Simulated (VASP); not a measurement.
**LiCl: dielectric tensor with PBE**

LiCl:

```
CELL_PARAMETERS angstrom
0.00000 2.55603 2.55603
2.55603 0.00000 2.55603
2.55603 2.55603 0.00000
ATOMIC_POSITIONS crystal
Li 0.00000 0.00000 0.00000
Cl 0.50000 0.50000 0.50000
```

```yaml
Program: VASP 6.6.1
Task: dielectric tensor
Functional: PBE
Potentials_or_basis: VASP PAW PBE potentials, release 64 (Li_sv, Cl)
Cutoff: 520 eV
k_mesh: 8 × 8 × 8
Occupations: gaussian, width 0.01 eV
Spin: no spin polarisation
Dipole_correction: no
Further_INCAR_settings: ALGO = Normal; EDIFF = 1e-08
```

- Band gap on the k mesh: 6.40 eV
- Electronic dielectric tensor (diagonal): 2.98
- Born charges (mean of the diagonal): Li +1.19; Cl -1.19 e

Levels at points of the mesh, in eV from the valence-band top:
| k point | band 3 | band 4 | band 5 | band 6 | band 7 | band 8 |
| --- | --- | --- | --- | --- | --- | --- |
| (0.00, 0.00, 0.00) | 0.00 | 0.00 | 0.00 | 6.40 | 11.95 | 11.95 |
| (0.50, 0.00, 0.00) | -2.85 | -0.26 | -0.26 | 6.77 | 9.51 | 9.51 |
| (0.50, 0.50, 0.00) | -2.94 | -1.12 | -1.12 | 7.91 | 8.28 | 12.53 |

Electronic dielectric tensor:
```
2.98 0.00 0.00
0.00 2.98 0.00
0.00 0.00 2.98
```

Born effective charge tensors (e):
atom 1, Li
```
1.19 0.00 0.00
0.00 1.19 0.00
0.00 0.00 1.19
```
atom 2, Cl
```
-1.19  0.00  0.00
 0.00 -1.19  0.00
 0.00  0.00 -1.19
```

Wall time 3.3 min on 1 thread of Oxide Virtual Turin-like Processor, with other jobs on the host, peak memory 0.16 GiB.

 A k mesh can miss the band edges.
